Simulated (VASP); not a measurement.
A run of VASP 6.6.1 is set up as follows.

File INCAR:

```
SYSTEM = YZr2O2
PREC     = Accurate       ! precision mode
ENCUT    = 520            ! plane-wave cutoff, eV
EDIFF    = 1E-6           ! SCF threshold, eV
ISMEAR   = 0              ! smearing method
SIGMA    = 0.1            ! smearing width, eV
LREAL    = .False.        ! projectors in reciprocal space
LASPH    = .True.         ! aspherical terms in the spheres
NELM     = 80             ! most SCF steps
ALGO     = Normal         ! electronic algorithm
ISIF     = 2              ! what is computed and relaxed
LWAVE    = .False.        ! write WAVECAR
LCHARG   = .False.        ! write CHGCAR
GGA      = PE             ! functional
NBANDS   = 32             ! bands
```

The input KPOINTS:

```
Automatic mesh
0
Gamma
  6 6 4
  0 0 0
```

The input POSCAR:

```
YZr2O2
1.0
    3.8950960500      0.0000000000      0.0000000000
   -1.9475480200      3.3732521300      0.0000000000
    0.0000000000      0.0000000000      6.2450772400
Y Zr O
1 2 2
Direct
    0.0000000000      0.0000000000      0.0000000000
    0.3333333300      0.6666666700      0.3694399900
    0.6666666700      0.3333333300      0.6305600100
    0.3333333300      0.6666666700      0.7679299700
    0.6666666700      0.3333333300      0.2320700300
```

Potentials or basis: VASP PAW PBE potentials, release 64 (Y_sv, Zr_sv, O).

Command:

```sh
$ cat potpaw_PBE.64/Y_sv/POTCAR potpaw_PBE.64/Zr_sv/POTCAR potpaw_PBE.64/O/POTCAR > POTCAR
$ mpirun -np 1 vasp_std > vasp.out
```

Predict the band gap on the k mesh.

zero (an odd number of electrons rules out a gap without spin polarisation).

Predict the largest force.

1.920 eV/Å.

Estimate the pressure.

-6.6 GPa.

Stress tensor (GPa, compression positive):
```
-10.45   0.00   0.00
  0.00 -10.45   0.00
  0.00   0.00   0.95
```

Caveat: the stress differs along the axes, from -10 to 1 GPa; an odd number of electrons without spin polarisation forces a metal; a magnetic or distorted state may lie lower.
